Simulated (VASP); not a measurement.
# LiF (rock salt type) (Fm-3m) in VASP: notebook, part 2 of 2

VASP 6.6.1. Earlier steps stand in the parts before.

### 4 Single point, PBE

Contents of INCAR:

```
SYSTEM = LiF
  PREC = Accurate
  ENCUT = 520
  EDIFF = 1E-7
  ISMEAR = -1
  SIGMA = 0.02
  LREAL = .False.
  LASPH = .True.
  NELM = 80
  ALGO = Normal
  ISIF = 2
  LWAVE = .False.
  LCHARG = .False.
  GGA = PE
  NBANDS = 12
```

Contents of KPOINTS:

```
Automatic mesh
0
Gamma
  6 6 6
  0 0 0
```

Contents of POSCAR:

```
LiF
1.0
    0.0000000000      2.0350000000      2.0350000000
    2.0350000000      0.0000000000      2.0350000000
    2.0350000000      2.0350000000      0.0000000000
Li F
1 1
Direct
    0.0000000000      0.0000000000      0.0000000000
    0.5000000000      0.5000000000      0.5000000000
```

Potentials or basis: VASP PAW PBE potentials, release 64 (Li_sv, F).

Command:

```bash
$ cat potpaw_PBE.64/Li_sv/POTCAR potpaw_PBE.64/F/POTCAR > POTCAR
$ mpirun -np 1 vasp_std > vasp.out
```

OUTCAR:

```text
SYSTEM = LiF
   PREC = Accurate
   ENCUT = 520
   EDIFF = 1E-7
   ISMEAR = -1
   LREAL = .False.
   LASPH = .True.
   NELM = 80
   ISIF = 2
   GGA = PE

 ion  position               nearest neighbor table
   1  0.000  0.000  0.000-   2 2.04   2 2.04   2 2.04   2 2.04   2 2.04   2 2.04
   2  0.500  0.500  0.500-   1 2.04   1 2.04   1 2.04   1 2.04   1 2.04   1 2.04

  LATTYP: Found a face centered cubic cell.
 ALAT       =     4.0700000000

  Lattice vectors:

[... 416 lines left out ...]
     12      31.9607      0.00000

------------------------ aborting loop because EDIFF is reached ----------------------------------------

  FORCE on cell =-STRESS in cart. coord.  units (eV):
  Direction    XX          YY          ZZ          XY          YZ          ZX
  --------------------------------------------------------------------------------------
  -------------------------------------------------------------------------------------
  Total       -0.0571609     -0.0571609     -0.0571609     -0.0000000     -0.0000000      0.0000000
  in kB       -5.4335863     -5.4335863     -5.4335863     -0.0000000     -0.0000000      0.0000000
  external PRESSURE =      -5.4335863 kB  Pullay stress =       0.0000000 kB

 VOLUME and BASIS-vectors are now :
 -----------------------------------------------------------------------------
  energy-cutoff  :      520.00
  volume of cell :       16.85
      direct lattice vectors                 reciprocal lattice vectors
     0.000000000  2.035000000  2.035000000    -0.245700246  0.245700246  0.245700246
     2.035000000  0.000000000  2.035000000     0.245700246 -0.245700246  0.245700246
     2.035000000  2.035000000  0.000000000     0.245700246  0.245700246 -0.245700246

 POSITION                                       TOTAL-FORCE (eV/Angst)
 -----------------------------------------------------------------------------------
      0.00000      0.00000      0.00000         0.000000      0.000000      0.000000
      2.03500      2.03500      2.03500        -0.000000     -0.000000     -0.000000
 -----------------------------------------------------------------------------------
    total drift:                               -0.000000     -0.000000      0.000000

  FREE ENERGIE OF THE ION-ELECTRON SYSTEM (eV)
  ---------------------------------------------------
  free  energy   TOTEN  =        -9.6409015449 eV

  energy  without entropy=       -9.6409015449  energy(sigma->0) =       -9.64090154
```

OSZICAR:

```text
N       E                     dE             d eps       ncg     rms          rms(c)
DAV:   1     0.347146382020E+02    0.34715E+02   -0.53029E+03   392   0.839E+02
DAV:   2    -0.901279057709E+01   -0.43727E+02   -0.42760E+02   472   0.197E+02
DAV:   3    -0.101454037416E+02   -0.11326E+01   -0.11310E+01   536   0.277E+01
DAV:   4    -0.101527909597E+02   -0.73872E-02   -0.73870E-02   436   0.250E+00
DAV:   5    -0.101528530084E+02   -0.62049E-04   -0.62048E-04   496   0.180E-01    0.455E+00
DAV:   6    -0.962950918678E+01    0.52334E+00   -0.25541E+00   420   0.982E+00    0.141E+00
DAV:   7    -0.963381181648E+01   -0.43026E-02   -0.17752E-02   516   0.116E+00    0.866E-01
DAV:   8    -0.964078512412E+01   -0.69733E-02   -0.15691E-02   476   0.129E+00    0.112E-01
DAV:   9    -0.964081107309E+01   -0.25949E-04   -0.86692E-04   444   0.263E-01    0.434E-02
DAV:  10    -0.964089759981E+01   -0.86527E-04   -0.14325E-04   428   0.909E-02    0.126E-02
DAV:  11    -0.964090100691E+01   -0.34071E-05   -0.45726E-06   500   0.208E-02    0.152E-03
DAV:  12    -0.964090150587E+01   -0.49896E-06   -0.57249E-07   428   0.668E-03    0.905E-04
DAV:  13    -0.964090154489E+01   -0.39015E-07   -0.42895E-08   352   0.188E-03
   1 F= -.96409015E+01 E0= -.96409015E+01  d E =-.345677E-15
```

Wall time 5.3 s (1 thread of Intel Xeon Platinum 8259CL at 2.50GHz (Skylake/Cascade Lake), shared host); peak memory 0.13 GiB.

What came out:

| Property | Result |
| --- | --- |
| Free energy | -9.6409 eV |
| Band gap on the k mesh | 8.82 eV, direct |

Levels at points of the mesh, in eV from the valence-band top:
```
           k point  band 2  band 3  band 4  band 5  band 6  band 7  band 8  band 9
(0.00, 0.00, 0.00)  -19.89    0.00    0.00    0.00    8.82   23.56   23.56   23.56
(0.50, 0.00, 0.00)  -19.48   -2.42   -0.22   -0.22   10.61   16.37   18.65   18.65
(0.50, 0.50, 0.00)  -19.24   -2.87   -0.95   -0.95   14.52   16.32   17.07   19.87
```

Caveat: the k points lie up to 0.45 Å⁻¹ apart; the cutoff is under 1.25 times the usual one of these potentials, so pressure, stress and relaxed cells hold a basis-set (Pulay) error.

### 5 Single point, PBE

Contents of INCAR:

```
ALGO = Normal
EDIFF = 1E-7
ENCUT = 520
GGA = PE
ISIF = 2
ISMEAR = -1
LASPH = True
LCHARG = True
LELF = True
LREAL = False
LVHAR = True
LWAVE = False
NBANDS = 12
NELM = 80
PREC = Accurate
SIGMA = 0.02
```

Contents of KPOINTS:

```
k-points
0
Gamma
  6 6 6
```

POSCAR is that of step 4.

Command:

```bash
$ cat potpaw_PBE.64/Li_sv/POTCAR potpaw_PBE.64/F/POTCAR > POTCAR
$ mpirun -np 1 vasp_std > vasp.out
```

Wall time 6.6 s (1 thread of Intel Xeon Platinum 8259CL at 2.50GHz (Skylake/Cascade Lake), shared host); peak memory 0.13 GiB.

It converged, with:

```yaml
Free_energy: -9.6409 eV
Band_gap_on_the_k_mesh: 8.82 eV, direct
```

Levels at points of the mesh, in eV from the valence-band top:
| k point | band 2 | band 3 | band 4 | band 5 | band 6 | band 7 | band 8 | band 9 |
| --- | --- | --- | --- | --- | --- | --- | --- | --- |
| (0.00, 0.00, 0.00) | -19.89 | 0.00 | 0.00 | 0.00 | 8.82 | 23.56 | 23.56 | 23.56 |
| (0.50, 0.00, 0.00) | -19.48 | -2.42 | -0.22 | -0.22 | 10.61 | 16.37 | 18.65 | 18.65 |
| (0.50, 0.50, 0.00) | -19.24 | -2.87 | -0.95 | -0.95 | 14.52 | 16.32 | 17.07 | 19.87 |

Caveat: the k points lie up to 0.45 Å⁻¹ apart; the cutoff is under 1.25 times the usual one of these potentials, so pressure, stress and relaxed cells hold a basis-set (Pulay) error. A hybrid or GW would open this gap; PBE tends to underestimate it.
